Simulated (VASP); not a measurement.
# Al2Cu (I4/mcm) in VASP: further runs, part 3 of 3

VASP 6.6.1.

## 5. Single point, PBEsol

This run uses another cell than the first one, of 12.65 Å³/atom, 1.021 times its volume.

File INCAR:

```
SYSTEM = Al2Cu
  PREC = Accurate
  ENCUT = 520
  EDIFF = 1E-6
  ISMEAR = 0
  SIGMA = 0.15
  LREAL = .False.
  LASPH = .True.
  NELM = 60
  ALGO = Fast
  ISIF = 2
  LWAVE = .False.
  LCHARG = .True.
  GGA = PS
  LELF = .True.
  LVHAR = .True.
  NBANDS = 26
```

File KPOINTS:

```
regular mesh
0
Gamma
  10 10 10
  0 0 0
```

File POSCAR:

```
Al2Cu
1.0
   -2.8766500000      2.8766500000      2.2931000000
    2.8766500000     -2.8766500000      2.2931000000
    2.8766500000      2.8766500000     -2.2931000000
Al Cu
4 2
Direct
    0.1593210787      0.6593210787      0.8186421574
    0.6593210787      0.8406789213      0.5000000000
    0.8406789213      0.3406789213      0.1813578426
    0.3406789213      0.1593210787      0.5000000000
    0.7500000000      0.7500000000      0.0000000000
    0.2500000000      0.2500000000      0.0000000000
```

On the command line:

```
> cat potpaw_PBE.64/Al/POTCAR potpaw_PBE.64/Cu/POTCAR > POTCAR
> mpirun -np 1 vasp_std > vasp.out
```

It took 1.7 min on 1 thread of Intel Xeon 6975P-C (Granite Rapids), shared host; peak memory 0.32 GiB.

It converged, with:

* Free energy: -25.4135 eV
* Pressure: 19.9 GPa
* Largest force: 0.176 eV/Å
* Band gap on the k mesh: zero (band 17 reaches 12.73 eV, above the bottom of band 18 at 7.79 eV)

Forces in eV/Å, atoms in the order of the input:
```
Al  -0.125 -0.125  0.000
Al   0.125 -0.125  0.000
Al   0.125  0.125  0.000
Al  -0.125  0.125  0.000
Cu   0.000  0.000  0.000
Cu   0.000  0.000  0.000
```

Stress tensor (GPa, compression positive):
```
19.14  0.00  0.00
 0.00 19.14  0.00
 0.00  0.00 21.54
```

Levels at points of the mesh, in eV from the Fermi level:
| k point | band 13 | band 14 | band 15 | band 16 | band 17 | band 18 | band 19 | band 20 | band 21 | band 22 |
| --- | --- | --- | --- | --- | --- | --- | --- | --- | --- | --- |
| (0.00, 0.00, 0.00) | -3.48 | -2.29 | -1.67 | -1.53 | -1.53 | -1.05 | -0.14 | 0.28 | 1.92 | 1.92 |
| (0.50, 0.00, 0.00) | -3.54 | -3.54 | -2.94 | -2.94 | 0.18 | 0.18 | 4.34 | 4.34 | 4.61 | 4.61 |
| (0.50, 0.50, 0.00) | -3.30 | -3.15 | -1.90 | -1.64 | -0.67 | -0.66 | 0.85 | 1.40 | 4.74 | 4.86 |
| (0.50, 0.50, 0.50) | -3.86 | -3.70 | -3.70 | -1.98 | 2.85 | 2.95 | 2.95 | 3.59 | 4.95 | 5.45 |

Caveat: the PAW data sets were made with another functional, which shifts forces and pressure a little.

## 6. Single point, PBEsol

This run uses another cell than the first one, of 12.78 Å³/atom, 1.032 times its volume.

File INCAR:

```
SYSTEM = Al2Cu
PREC = Accurate ; ENCUT = 520
EDIFF = 1E-6 ; ISMEAR = 0
SIGMA = 0.15 ; LREAL = .False.
LASPH = .True. ; NELM = 60
ALGO = Fast ; ISIF = 2
LWAVE = .False. ; LCHARG = .False.
GGA = PS ; NBANDS = 26
```

File KPOINTS:

```
Automatic mesh
0
Gamma
  10 10 10
  0 0 0
```

POSCAR: that of step 5 with these lines changed.

```diff
@@ -2,5 +2,5 @@
 1.0
-   -2.8766500000      2.8766500000      2.2931000000
-    2.8766500000     -2.8766500000      2.2931000000
-    2.8766500000      2.8766500000     -2.2931000000
+   -2.8467000000      2.8467000000      2.3655500000
+    2.8467000000     -2.8467000000      2.3655500000
+    2.8467000000      2.8467000000     -2.3655500000
 Al Cu
```

Potentials or basis: VASP PAW PBE potentials, release 64 (Al, Cu).

On the command line:

```
> cat potpaw_PBE.64/Al/POTCAR potpaw_PBE.64/Cu/POTCAR > POTCAR
> mpirun -np 1 vasp_std > vasp.out
```

OUTCAR:

```text
SYSTEM = Al2Cu
   PREC = Accurate
   ENCUT = 520
   EDIFF = 1E-6
   ISMEAR = 0
   LREAL = .False.
   LASPH = .True.
   NELM = 60
   ISIF = 2
   GGA = PS

 ion  position               nearest neighbor table
   1  0.159  0.659  0.819-   5 2.45   6 2.45   5 2.45   6 2.45   3 2.57   3 2.78   3 2.78   4 2.98
                             2 2.98   2 2.98   4 2.98   4 3.03   2 3.03   2 3.03   4 3.03
   2  0.659  0.841  0.500-   6 2.45   5 2.45   5 2.45   6 2.45   4 2.57   4 2.78   4 2.78   3 2.98
                             1 2.98   1 2.98   3 2.98   1 3.03   3 3.03   1 3.03   3 3.03
   3  0.841  0.341  0.181-   5 2.45   6 2.45   5 2.45   6 2.45   1 2.57   1 2.78   1 2.78   2 2.98
                             4 2.98   4 2.98   2 2.98   4 3.03   2 3.03   4 3.03   2 3.03
   4  0.341  0.159  0.500-   5 2.45   6 2.45   6 2.45   5 2.45   2 2.57   2 2.78   2 2.78   3 2.98
                             1 2.98   1 2.98   3 2.98   1 3.03   3 3.03   3 3.03   1 3.03
   5  0.750  0.750  0.000-   6 2.37   6 2.37   4 2.45   2 2.45   4 2.45   2 2.45   1 2.45   3 2.45
                             3 2.45   1 2.45
   6  0.250  0.250  0.000-   5 2.37   5 2.37   2 2.45   4 2.45   2 2.45   4 2.45   3 2.45   1 2.45
                             1 2.45   3 2.45

  LATTYP: Found a body centered tetragonal cell.
 ALAT       =     5.6934000000
 C/A-ratio  =     0.8309797309

  Lattice vectors:

 A1 = (  -2.8467000000,   2.8467000000,   2.3655500000)
 A2 = (   2.8467000000,  -2.8467000000,   2.3655500000)
 A3 = (   2.8467000000,   2.8467000000,  -2.3655500000)

Analysis of symmetry for initial positions (statically):
=====================================================================
 Subroutine PRICEL returns:
 Original cell was already a primitive cell.

 Routine SETGRP: Setting up the symmetry group for a
 body centered tetragonal supercell.

 Subroutine GETGRP returns: Found 16 space group operations
 (whereof  8 operations were pure point group operations)
 out of a pool of 16 trial point group operations.

The static configuration has the point symmetry C_4h.
 The point group associated with its full space group is D_4h.

Analysis of symmetry for dynamics (positions and initial velocities):
=====================================================================
 Subroutine PRICEL returns:
 Original cell was already a primitive cell.

 Routine SETGRP: Setting up the symmetry group for a
 body centered tetragonal supercell.

 Subroutine GETGRP returns: Found 16 space group operations
 (whereof  8 operations were pure point group operations)
 out of a pool of 16 trial point group operations.

The dynamic configuration has the point symmetry C_4h.
 The point group associated with its full space group is D_4h.

 Subroutine INISYM returns: Found 16 space group operations
 (whereof  8 operations are pure point group operations),
 and found     1 'primitive' translations

----------------------------------------------------------------------------------------

                                     Primitive cell

  volume of cell :      76.6788

  direct lattice vectors                    reciprocal lattice vectors
    -2.846700000  2.846700000  2.365550000     0.000000000  0.175641971  0.211367335
     2.846700000 -2.846700000  2.365550000     0.175641971  0.000000000  0.211367335
     2.846700000  2.846700000 -2.365550000     0.175641971  0.175641971  0.000000000

  length of vectors
[... 69 lines left out ...]
  0.300000  0.300000  0.000000      8.000000
  0.400000  0.300000  0.000000     16.000000
 [... further k-points ...]
   k-points           NKPTS =    102   k-points in BZ     NKDIM =    102   number of bands    NBANDS=     26
   number of dos      NEDOS =    301   number of ions     NIONS =      6
   total plane-waves  NPLWV =  46656
   dimension x,y,z NGX =    36 NGY =   36 NGZ =   36
   dimension x,y,z NGXF=    72 NGYF=   72 NGZF=   72
   ions per type =               4   2
   NGX,Y,Z   is equivalent  to a cutoff of  12.82, 12.82, 12.82 a.u.
   NGXF,Y,Z  is equivalent  to a cutoff of  25.63, 25.63, 25.63 a.u.
 SYSTEM =  Al2Cu
   PREC   = accura    normal or accurate (medium, high low for compatibility)
   ISTART =      0    job   : 0-new  1-cont  2-samecut
   ICHARG =      2    charge: 1-file 2-atom 10-const
   ISPIN  =      1    spin polarized calculation?
   LNONCOLLINEAR =      F non collinear calculations
   LSORBIT =      F    spin-orbit coupling
   LASPH  =      T    aspherical Exc in radial PAW
   ENCUT  =  520.0 eV  38.22 Ry    6.18 a.u.   8.68  8.68  8.68*2*pi/ulx,y,z
   NELM   =     60;   NELMIN=  2; NELMDL= -5     # of ELM steps
   EDIFF  = 0.1E-05   stopping-criterion for ELM
   LREAL  =      F    real-space projection
   EDIFFG = 0.1E-04   stopping-criterion for IOM
   NSW    =      0    number of steps for IOM
   IBRION =     -1    ionic relax: 0-MD 1-quasi-New 2-CG
   NFREE  =      0    steps in history (QN), initial steepest desc. (CG)
   ISIF   =      2    stress and relaxation
   ISYM   =      2    0-nonsym 1-usesym 2-fastsym
   POTIM  = 0.5000    time-step for ionic-motion
   TEBEG  =    0.0;   TEEND  =   0.0 temperature during run
   PSTRESS=    0.0 pullay stress
   NELECT =      34.0000    total number of electrons
   NUPDOWN=      -1.0000    fix difference up-down
   EMIN   =  10.00;   EMAX   =-10.00  energy-range for DOS
   EFERMI =   0.00;   METHOD = LEGACY
   ISMEAR =     0;   SIGMA  =   0.15  broadening in eV -4-tet -1-fermi 0-gaus
   EFERMI_NEDOS =   21; number of points for ismear=-14 and -15
   IALGO  =     68    algorithm
   IMIX   =      4    mixing-type and parameters
     AMIX     =   0.40;   BMIX     =  1.00
     AMIX_MAG =   1.60;   BMIX_MAG =  1.00
  volume/ion in A,a.u.               =      12.78        86.24
  Fermi-wavevector in a.u.,A,eV,Ry     =   1.248368  2.359073 21.203628  1.558423
  Thomas-Fermi vector in A             =   2.382458
   LORBIT       =      0    0 simple, 1 ext, 2 COOP (PROOUT), +10 PAW based schemes
   GGA     = PS    functional components
   LHFCALC =     F    Hartree Fock is set to
   AEXX    =    0.0000 exact exchange contribution
   IVDW    =     0    specifies the selected vdW correction
   LEPSILON=     F    determine dielectric tensor
   LRPA    =     F    only Hartree local field effects (RPA)
 non-spin polarized calculation
 RMM-DIIS sequential band-by-band and
 Gauss-broadening in eV      SIGMA  =   0.15
  energy-cutoff  :      520.00
  volume of cell :       76.68
 maximum number of plane-waves:      2089
   NGX = 17   NGY = 17   NGZ = 17

 number of electron      33.9999974 magnetization

 Free energy of the ion-electron system (eV)
  ---------------------------------------------------
  ext. energy  EPLUGINS =         0.00000000
  ---------------------------------------------------
  free energy    TOTEN  =       -25.48089337 eV

  energy without entropy =      -25.46308117  energy(sigma->0) =      -25.47198727

 E-fermi :   9.6863     XC(G=0): -11.6161

 val. band max:        9.6657565117   @ k =   0.5000   0.3000  -0.0000
 cond. band min:       9.6961491506   @ k =   0.1000  -0.0000   0.0000
 fundamental gap:      0.0303926390
 Fermi energy:         9.6863077626

 k-point     1 :       0.0000    0.0000    0.0000
  band No.  band energies     occupation
      1      -2.2016      2.00000
      2       3.6477      2.00000
      3       3.7349      2.00000
      4       3.7349      2.00000
      5       3.8339      2.00000
      6       4.8514      2.00000
[... 685 lines left out ...]
     25      17.5022      0.00000
     26      17.7662      0.00000

 [... further k-points ...]

------------------------ aborting loop because EDIFF is reached ----------------------------------------

  FORCE on cell =-STRESS in cart. coord.  units (eV):
  Direction    XX          YY          ZZ          XY          YZ          ZX
  --------------------------------------------------------------------------------------
  -------------------------------------------------------------------------------------
  Total        9.3581905      9.3581905      6.4999692      0.0000000      0.0000000      0.0000000
  in kB      195.5360942    195.5360942    135.8145668      0.0000000      0.0000000      0.0000000
  external PRESSURE =     175.6289184 kB  Pullay stress =       0.0000000 kB

 VOLUME and BASIS-vectors are now :
 -----------------------------------------------------------------------------
  energy-cutoff  :      520.00
  volume of cell :       76.68
      direct lattice vectors                 reciprocal lattice vectors
    -2.846700000  2.846700000  2.365550000     0.000000000  0.175641971  0.211367335
     2.846700000 -2.846700000  2.365550000     0.175641971  0.000000000  0.211367335
     2.846700000  2.846700000 -2.365550000     0.175641971  0.175641971  0.000000000

 POSITION                                       TOTAL-FORCE (eV/Angst)
 -----------------------------------------------------------------------------------
      3.75378      0.90708      0.00000         0.009992      0.009992     -0.000000
      1.93962      0.90708      2.36555        -0.009992      0.009992      0.000000
     -0.90708      1.93962      2.36555        -0.009992     -0.009992      0.000000
      0.90708      1.93962      0.00000         0.009992     -0.009992     -0.000000
      0.00000      0.00000      3.54832         0.000000     -0.000000      0.000000
      0.00000      0.00000      1.18277         0.000000     -0.000000      0.000000
 -----------------------------------------------------------------------------------
    total drift:                                0.000000      0.000000      0.000000

  FREE ENERGIE OF THE ION-ELECTRON SYSTEM (eV)
  ---------------------------------------------------
  free  energy   TOTEN  =       -25.4808933737 eV

  energy  without entropy=      -25.4630811653  energy(sigma->0) =      -25.47198727
```

stdout:

```text
POSCAR found type information on POSCAR AlCu
 POSCAR found :  2 types and       6 ions
 scaLAPACK will be used
 -----------------------------------------------------------------------------
|                                                                             |
|                                                                             |
|     You enforced a specific xc type in the INCAR file but a different       |
|     I HOPE YOU KNOW WHAT YOU ARE DOING!                                     |
|                                                                             |
 -----------------------------------------------------------------------------

 LDA part: xc-table for (Slater+PW92), standard interpolation
 POSCAR, INCAR and KPOINTS ok, starting setup
 FFT: planning ... GRIDC
 FFT: planning ... GRID_SOFT
 FFT: planning ... GRID
 WAVECAR not read
 entering main loop
```

Run time: 100 s. Hardware: 1 thread of Intel Xeon 6975P-C (Granite Rapids), shared host; peak memory 0.31 GiB.

Results:

| Quantity | Value |
| --- | --- |
| Free energy | -25.4809 eV |
| Pressure | 17.6 GPa |
| Largest force | 0.014 eV/Å |
| Band gap on the k mesh | zero (band 17 reaches 12.36 eV, above the bottom of band 18 at 7.90 eV) |

Forces in eV/Å, atoms in the order of the input:
```
Al   0.010  0.010  0.000
Al  -0.010  0.010  0.000
Al  -0.010 -0.010  0.000
Al   0.010 -0.010  0.000
Cu   0.000  0.000  0.000
Cu   0.000  0.000  0.000
```

Caveat: the PAW data sets were made with another functional, which shifts forces and pressure a little.

## 7. The runs side by side

| cell | further INCAR settings | gap on the mesh (eV) | pressure (GPa) | largest force (eV/Å) |
| --- | --- | --- | --- | --- |
| a = 4.633 Å, angles 104.2, 104.2, 120.7°, 6 atoms | ALGO = Fast; EDIFF = 1e-06; NBANDS = 26 | none | 24.1 | 0.16 |
| a = 4.645 Å, angles 104.4, 104.4, 120.2°, 6 atoms | ALGO = Fast; EDIFF = 1e-06; NBANDS = 26 | none | 22.0 | 0.10 |
| a = 4.657 Å, angles 104.6, 104.6, 119.6°, 6 atoms | ALGO = Fast; EDIFF = 1e-07; NBANDS = 26 | none | 19.9 | 0.04 |
| a = 4.670 Å, angles 104.0, 104.0, 121.2°, 6 atoms | ALGO = Fast; EDIFF = 1e-06; NBANDS = 26 | none | 19.9 | 0.18 |
| a = 4.669 Å, angles 104.9, 104.9, 119.1°, 6 atoms | ALGO = Fast; EDIFF = 1e-06; NBANDS = 26 | none | 17.6 | 0.01 |

Alike in all rows: task single point; level PBEsol; potentials or basis VASP PAW PBE potentials, release 64 (Al, Cu); no spin polarisation; k mesh 10 × 10 × 10; cutoff (eV) 520; smearing gaussian 0.15 eV.

Caveats: the PAW data sets were made with another functional, which shifts forces and pressure a little.

Absolute energies hang on the potentials; compare differences alone.
